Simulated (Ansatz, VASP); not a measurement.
Two plane-wave programs on Be2CdS

```
Be Cd S
1.0
     3.21135    0.00000    0.00000
     0.00000    3.21135    0.00000
     0.00000    0.00000    6.70811
Be Cd S
2 1 1
Direct
  0.50000 0.00000 0.68815
  0.00000 0.50000 0.31185
  0.00000 0.00000 0.00000
  0.50000 0.50000 0.50000
```

Change from the starting cell: species swapped into the Ga2BiAs type (P-4m2, No. 115).

Alike in both runs: functional PBE; k mesh 4 × 4 × 4; occupations gaussian, width 0.1 eV; no spin polarisation.

Ansatz relaxed the structure, and its values are those at the end. VASP's run is a single point on that final structure, the one shown.

|  | VASP | Ansatz |
| --- | --- | --- |
| version | VASP 6.6.1 | Ansatz 0.2.0 |
| potentials or method | VASP PAW PBE potentials, release 64 (Be, Cd, S), cutoff 520 eV | scalar-relativistic, plane waves, PAW |
| valence electrons in the cell | 22 | 30 |

```tsv
	VASP	Ansatz	Ansatz less VASP
gap on the k mesh at the Fermi level (eV)	none	none	-
pressure (GPa)	0.0	-0.1	-0.08
rms of the force components (eV/Å)	0.004	0.006	+0.0027
```

A gap of «none» marks a metal or a gap that the smearing closes. With one functional, cell and mesh, what is left measures potentials, basis and numerics. VASP's potentials hold 22 valence electrons a cell and Ansatz's 30, so a difference there can come from the potentials and not from the codes.

The k mesh is coarse, so the values compare programs but aren't converged.
